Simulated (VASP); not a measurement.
The system is ZnS.

```
Zn S
1.0
     1.90307    1.09874    9.35195
    -1.90307    1.09874    9.35195
     0.00000   -2.19748    9.35195
Zn S
3 3
Direct
  0.99997 0.99997 0.99997
  0.22227 0.22227 0.22227
  0.44461 0.44461 0.44461
  0.08327 0.08327 0.08327
  0.52784 0.52784 0.52784
  0.30536 0.30536 0.30536
```

Base run:

```yaml
Program: VASP 6.6.1
Functional: r2SCAN
Potentials_or_basis: VASP PAW PBE potentials, release 64 (Zn, S)
Cutoff: 550 eV
k_mesh: 6 × 6 × 6
Occupations: gaussian, width 0.01 eV
Spin: no spin polarisation
Hubbard_terms: Zn d U = 7.0 eV
```

Its results: band gap on the k mesh 3.25 eV; pressure -2.8 GPa; largest force 0.027 eV/Å.

Q: The run is repeated on the same cell with these changes: hubbard terms from Zn d U = 7.0 eV to Zn d U = 5.0 eV. What comes out?

A: Band gap on the k mesh 3.12 eV; pressure -1.7 GPa; largest force 0.023 eV/Å.

Caveats: the PAW data sets were made with another functional, which shifts forces and pressure a little.

A k mesh can miss the band edges.
